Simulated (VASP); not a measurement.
A run of VASP 6.6.1:

Contents of INCAR:

```
SYSTEM = Pd
PREC     = Accurate       ! precision mode
ENCUT    = 520            ! plane-wave cutoff, eV
EDIFF    = 1E-6           ! SCF threshold, eV
ISMEAR   = -1             ! smearing method
SIGMA    = 0.05           ! smearing width, eV
LREAL    = .FALSE.        ! projectors in reciprocal space
LASPH    = .TRUE.         ! aspherical terms in the spheres
NELM     = 150            ! most SCF steps
ALGO     = Normal         ! electronic algorithm
ISIF     = 2              ! what is computed and relaxed
LWAVE    = .FALSE.        ! write WAVECAR
LCHARG   = .FALSE.        ! write CHGCAR
ISPIN    = 2              ! spin polarisation
MAGMOM   = 0.5 -0.5       ! initial moments
LORBIT   = 11             ! projections on sites
LMAXMIX  = 4              ! l up to which the mixer works
GGA      = B5             ! functional
ALDAX    = 1.0          
AGGAX    = 1.0          
AGGAC    = 1.0          
ALDAC    = 0.0          
NBANDS   = 21             ! bands
```

Contents of KPOINTS:

```
Automatic mesh
0
G
  18 18 13
  0 0 0
```

POSCAR

```
Pd
1.0
    2.7697006071      0.0000000000      0.0000000000
    0.0000000000      2.7697006071      0.0000000000
    0.0000000000      0.0000000000      3.9194568165
Pd
2
Direct
    1.0000000000      0.0000000000      0.0000000000
    0.5000000000      0.5000000000      0.5000000000
```

Potentials or basis: VASP PAW PBE potentials, release 64 (Pd).

Run with:

```console
$ cat potpaw_PBE.64/Pd/POTCAR > POTCAR
$ mpirun -np 1 vasp_std > vasp.out
```

Hardware: 1 thread of Intel(R) Xeon(R) Platinum 8488C (Sapphire Rapids), with other jobs on the host.

Question: How long does it take, and how much memory?

Answer: It took 3.9 min on 1 thread of Intel(R) Xeon(R) Platinum 8488C (Sapphire Rapids), on a shared host, peak memory 0.42 GiB. Counts: scf iterations 12, k points 385.
